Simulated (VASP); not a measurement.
# GaN (F-43m) in VASP: further runs, part 2 of 2

VASP 6.6.1. The steps go on from the part before.

## 4. Relaxation of cell and atoms, PBE, target pressure 20 GPa, at which the enthalpy is minimised

This run uses another cell than the first one, of 10.68 Å³/atom, 0.908 times its volume.

INCAR

```
SYSTEM = GaN
PREC = Accurate
ENCUT = 600
EDIFF = 1E-6
ISMEAR = 0
SIGMA = 0.02
LREAL = .FALSE.
LASPH = .TRUE.
NELM = 100
ALGO = Normal
ISIF = 3
LWAVE = .FALSE.
LCHARG = .FALSE.
GGA = PE
IBRION = 2
NSW = 70
EDIFFG = -0.008
PSTRESS = 200.0
```

KPOINTS

```
Automatic mesh
0
G
  10 10 10
  0 0 0
```

POSCAR

```
GaN
1.0
    0.0000000000      2.2023377811      2.2023377811
    2.2023377811      0.0000000000      2.2023377811
    2.2023377811      2.2023377811      0.0000000000
Ga N
1 1
Direct
    0.0000000000      0.0000000000      0.0000000000
    0.7500000000      0.7500000000      0.7500000000
```

Launch:

```
> cat potpaw_PBE.64/Ga_d/POTCAR potpaw_PBE.64/N/POTCAR > POTCAR
> mpirun -np 1 vasp_std > vasp.out
```

Wall time 87 s (1 thread of Intel Xeon 8259CL, shared host); peak memory 0.17 GiB.

It converged, with:

```
Free energy                                            : -12.0298 eV
Relaxed volume                                         : 10.69 Å³/atom
Relaxed cell                                           : a = 3.116 Å, b = 3.116 Å, c = 3.116 Å, α = 60.00°, β = 60.00°, γ = 60.00°
Space group after relaxing (to 0.05 Å)                 : F-43m (No. 216)
Energy change on relaxing (the enthalpy is what falls) : -1.5 meV/atom
Ionic steps                                            : 3
Pressure after relaxing                                : 20.0 GPa
Band gap on the k mesh                                 : 2.16 eV, direct
```

The path:
```
step  energy change (eV)  largest force (eV/Å)  pressure (GPa)  volume (Å³)
   1              0.0000                0.0000           20.27        21.36
   2             -0.0070                0.0000           19.51        21.42
   3             -0.0030                0.0000           20.03        21.39
```

Final structure:
```yaml
crystal:
  lattice:
    - [0.00000, 2.20315, 2.20315]
    - [2.20315, 0.00000, 2.20315]
    - [2.20315, 2.20315, 0.00000]
  atoms:
    - { symbol: Ga, position: [0.00000, 0.00000, 0.00000] }
    - { symbol: N, position: [0.75000, 0.75000, 0.75000] }
```

Levels at points of the mesh, in eV from the valence-band top:
```csv
k point,band 5,band 6,band 7,band 8,band 9,band 10,band 11,band 12,band 13
"(0.00, 0.00, 0.00)",-13.12,-13.12,0.00,0.00,0.00,2.16,10.73,10.73,10.73
"(0.50, 0.00, 0.00)",-13.07,-11.87,-7.50,-1.06,-1.06,5.11,9.07,10.72,10.72
"(0.50, 0.50, 0.00)",-13.03,-11.47,-6.41,-2.95,-2.95,3.37,7.06,12.21,14.69
```

Caveat: the cell is relaxed towards a set pressure, so the enthalpy falls and the energy may rise. As with any semilocal functional, this PBE gap is likely too small.

## 5. Relaxation of cell and atoms, PBE, target pressure 10 GPa, at which the enthalpy is minimised

This run uses another cell than the first one, of 11.16 Å³/atom, 0.949 times its volume.

INCAR

```
ALGO     = Normal         # electronic algorithm
EDIFF    = 1E-6           # SCF threshold, eV
EDIFFG   = -0.008         # ionic threshold
ENCUT    = 600            # plane-wave cutoff, eV
GGA      = PE             # functional
IBRION   = 2              # ionic algorithm
ISIF     = 3              # what is computed and relaxed
ISMEAR   = 0              # smearing method
LASPH    = T              # aspherical terms in the spheres
LCHARG   = F              # write CHGCAR
LREAL    = F              # projectors in reciprocal space
LWAVE    = F              # write WAVECAR
NELM     = 80             # most SCF steps
NSW      = 70             # ionic steps
PREC     = Accurate       # precision mode
PSTRESS  = 100.0        
SIGMA    = 0.02           # smearing width, eV
```

KPOINTS

```
k-points
0
Gamma
  10 10 10
```

POSCAR

```
GaN
1.0
    0.0000000000      2.2346397264      2.2346397264
    2.2346397264      0.0000000000      2.2346397264
    2.2346397264      2.2346397264      0.0000000000
Ga N
1 1
Direct
    0.0000000000      0.0000000000      0.0000000000
    0.7500000000      0.7500000000      0.7500000000
```

Launch:

```
> cat potpaw_PBE.64/Ga_d/POTCAR potpaw_PBE.64/N/POTCAR > POTCAR
> mpirun -np 1 vasp_std > vasp.out
```

It took 48 s on 1 thread of Intel Xeon 8259CL, shared host; peak memory 0.16 GiB.

It converged, with:

```yaml
Free_energy: -12.1174 eV
Pressure_after_relaxing: 10.0 GPa
Band_gap_on_the_k_mesh: 1.89 eV, direct
```

Final structure:
```
Ga N
1.0
     0.00000    2.23464    2.23464
     2.23464    0.00000    2.23464
     2.23464    2.23464    0.00000
Ga N
1 1
Direct
  0.00000 0.00000 0.00000
  0.75000 0.75000 0.75000
```

Levels at points of the mesh, in eV from the valence-band top:
| k point | band 7 | band 8 | band 9 | band 10 | band 11 | band 12 |
| --- | --- | --- | --- | --- | --- | --- |
| (0.00, 0.00, 0.00) | 0.00 | 0.00 | 0.00 | 1.89 | 10.46 | 10.46 |
| (0.50, 0.00, 0.00) | -7.20 | -1.00 | -1.00 | 4.81 | 8.85 | 10.50 |
| (0.50, 0.50, 0.00) | -6.23 | -2.79 | -2.79 | 3.36 | 6.81 | 11.89 |

Caveat: the relaxation stopped at its first step, so nothing moved; the cell is relaxed towards a set pressure, so the enthalpy falls and the energy may rise.

## 6. Relaxation of cell and atoms, PBE, target pressure 2 GPa, at which the enthalpy is minimised

This run uses another cell than the first one, of 11.54 Å³/atom, 0.981 times its volume.

INCAR

```
SYSTEM = GaN
ALGO = Normal
EDIFF = 1E-7
EDIFFG = -0.008
ENCUT = 600
GGA = PE
IBRION = 2
ISIF = 3
ISMEAR = 0
LASPH = .TRUE.
LCHARG = .FALSE.
LREAL = .FALSE.
LWAVE = .FALSE.
NELM = 80
NSW = 70
PREC = Accurate
PSTRESS = 20.0
SIGMA = 0.02
```

KPOINTS

```
k-points
0
G
  10 10 10
  0 0 0
```

POSCAR

```
GaN
1.0
    0.0000000000      2.2597343872      2.2597343872
    2.2597343872      0.0000000000      2.2597343872
    2.2597343872      2.2597343872      0.0000000000
Ga N
1 1
Direct
    0.0000000000      0.0000000000      0.0000000000
    0.7500000000      0.7500000000      0.7500000000
```

Potentials or basis: VASP PAW PBE potentials, release 64 (Ga_d, N).

Launch:

```
> cat potpaw_PBE.64/Ga_d/POTCAR potpaw_PBE.64/N/POTCAR > POTCAR
> mpirun -np 1 vasp_std > vasp.out
```

OUTCAR:

```text
SYSTEM = GaN
   EDIFF = 1E-7
   EDIFFG = -0.008
   ENCUT = 600
   GGA = PE
   IBRION = 2
   ISIF = 3
   ISMEAR = 0
   LASPH = .TRUE.
   LREAL = .FALSE.
   NELM = 80
   NSW = 70
   PREC = Accurate
   PSTRESS = 20.0

 ion  position               nearest neighbor table
   1  0.000  0.000  0.000-   2 1.96   2 1.96   2 1.96   2 1.96
   2  0.750  0.750  0.750-   1 1.96   1 1.96   1 1.96   1 1.96

  LATTYP: Found a face centered cubic cell.
 ALAT       =     4.5194687744

  Lattice vectors:

 A1 = (   0.0000000000,   2.2597343872,   2.2597343872)
 A2 = (   2.2597343872,   0.0000000000,   2.2597343872)
 A3 = (   2.2597343872,   2.2597343872,   0.0000000000)

Analysis of symmetry for initial positions (statically):
=====================================================================
 Subroutine PRICEL returns:
 Original cell was already a primitive cell.

[... 260 lines left out ...]
 cond. band min:       6.7299015559   @ k =   0.0000   0.0000   0.0000
 fundamental gap:      1.6213670991
 Fermi energy:         5.2043412992

 k-point     1 :       0.0000    0.0000    0.0000
  band No.  band energies     occupation
      1     -10.6902      2.00000
      2      -8.3211      2.00000
      3      -8.3211      2.00000
      4      -8.3211      2.00000
      5      -8.0173      2.00000
      6      -8.0173      2.00000
      7       5.1085      2.00000
      8       5.1085      2.00000
      9       5.1085      2.00000
     10       6.7299      0.00000
     11      15.3103      0.00000
     12      15.3103      0.00000
     13      15.3103      0.00000
[... 354 lines left out ...]
  band No.  band energies     occupation
      1      -9.7724      2.00000
      2      -8.1948      2.00000
      3      -8.1075      2.00000
      4      -8.1073      2.00000
      5      -7.9595      2.00000
      6      -7.0752      2.00000
      7       0.1238      2.00000
      8       2.6862      2.00000
      9       3.0036      2.00000
     10       9.5427      0.00000
     11      12.1387      0.00000
     12      15.8390      0.00000
     13      17.8265      0.00000

 [... further k-points ...]
[... 5 lines left out ...]
  --------------------------------------------------------------------------------------
  -------------------------------------------------------------------------------------
  Total        0.3002062      0.3002062      0.3002062     -0.0000000     -0.0000000     -0.0000000
  in kB       20.6813814     20.6813814     20.6813814     -0.0000000     -0.0000000     -0.0000000
  external PRESSURE =       0.6813814 kB  Pullay stress =      20.0000000 kB
[... 21 lines left out ...]
  energy  without entropy=      -12.1528529702  energy(sigma->0) =      -12.15285297

  enthalpy is  TOTEN    =       -11.8625375232 eV   P V=        0.2903154470

 reached required accuracy - stopping structural energy minimisation
```

OSZICAR:

```text
N       E                     dE             d eps       ncg     rms          rms(c)
DAV:   1     0.978639319746E+02    0.97864E+02   -0.10553E+04  1307   0.269E+03
[... 22 lines left out ...]
       N       E                     dE             d eps       ncg     rms          rms(c)
DAV:   1    -0.121589470606E+02   -0.48017E-02   -0.81912E-02  1432   0.806E+00    0.477E-01
DAV:   2    -0.121541712505E+02    0.47758E-02   -0.79130E-03  1487   0.301E+00    0.214E-01
DAV:   3    -0.121529981793E+02    0.11731E-02   -0.13899E-03  1502   0.145E+00    0.523E-02
DAV:   4    -0.121528528988E+02    0.14528E-03   -0.18394E-04  1620   0.212E-01    0.380E-03
DAV:   5    -0.121528530359E+02   -0.13708E-06   -0.67128E-06  1435   0.334E-02    0.383E-03
DAV:   6    -0.121528529702E+02    0.65635E-07   -0.10528E-07   860   0.446E-03
   3 F= -.11862538E+02 E0= -.11862538E+02  d E =-.724444E-03
```

Wall time 88 s (1 thread of Intel Xeon 8259CL, shared host); peak memory 0.17 GiB.

What came out:

* Free energy: -12.1529 eV
* Relaxed volume: 11.63 Å³/atom
* Relaxed cell: a = 3.204 Å, b = 3.204 Å, c = 3.204 Å, α = 60.00°, β = 60.00°, γ = 60.00°
* Space group after relaxing (to 0.05 Å): F-43m (No. 216)
* Energy change on relaxing (the enthalpy is what falls): -1.5 meV/atom
* Ionic steps: 3
* Pressure after relaxing: 2.1 GPa
* Band gap on the k mesh: 1.62 eV, direct

Step by step:
```tsv
step	energy change (eV)	largest force (eV/Å)	pressure (GPa)	volume (Å³)
1	0.0000	0.0000	3.36	23.08
2	-0.0042	0.0000	0.60	23.41
3	-0.0030	0.0000	2.07	23.26
```

Final structure:
```xyz
2
Lattice="0.0000 2.2655 2.2655 2.2655 0.0000 2.2655 2.2655 2.2655 0.0000" Properties=species:S:1:pos:R:3 pbc="T T T"
Ga    0.0000    0.0000    0.0000
N     3.3983    3.3983    3.3983
```

Levels at points of the mesh, in eV from the valence-band top:
| k point | band 6 | band 7 | band 8 | band 9 | band 10 | band 11 | band 12 | band 13 |
| --- | --- | --- | --- | --- | --- | --- | --- | --- |
| (0.00, 0.00, 0.00) | -13.13 | 0.00 | 0.00 | 0.00 | 1.62 | 10.20 | 10.20 | 10.20 |
| (0.50, 0.00, 0.00) | -11.88 | -6.93 | -0.95 | -0.95 | 4.53 | 8.65 | 10.28 | 10.28 |
| (0.50, 0.50, 0.00) | -11.45 | -6.06 | -2.65 | -2.65 | 3.35 | 6.57 | 11.60 | 13.79 |

Caveat: the cell is relaxed towards a set pressure, so the enthalpy falls and the energy may rise.

## 7. The runs side by side

```csv
task,cell,k mesh,cutoff (eV),smearing,gap on the mesh (eV),pressure (GPa)
single point,"a = 3.216 Å, angles 60.0°, 2 atoms",10 × 10 × 10,520,gaussian 0.05 eV,1.55,0.1
single point,"a = 3.046 Å, angles 60.0°, 2 atoms",12 × 12 × 12,520,gaussian 0.02 eV,2.60,39.8
relaxation of cell and atoms,"relaxed to 20 GPa from a = 3.115 Å, angles 60.0°, 2 atoms",10 × 10 × 10,600,gaussian 0.02 eV,2.16,20.0
relaxation of cell and atoms,"relaxed to 10 GPa from a = 3.160 Å, angles 60.0°, 2 atoms",10 × 10 × 10,600,gaussian 0.02 eV,1.89,10.0
relaxation of cell and atoms,"relaxed to 2 GPa from a = 3.196 Å, angles 60.0°, 2 atoms",10 × 10 × 10,600,gaussian 0.02 eV,1.62,2.1
```

Alike in all rows: level PBE; potentials or basis VASP PAW PBE potentials, release 64 (Ga_d, N); no spin polarisation.

Caveats: the cell is relaxed towards a set pressure, so the enthalpy falls and the energy may rise (some runs); the relaxation stopped at its first step, so nothing moved (some runs).

Total energies depend on the potentials used, so only differences within one code and one set of settings carry meaning.
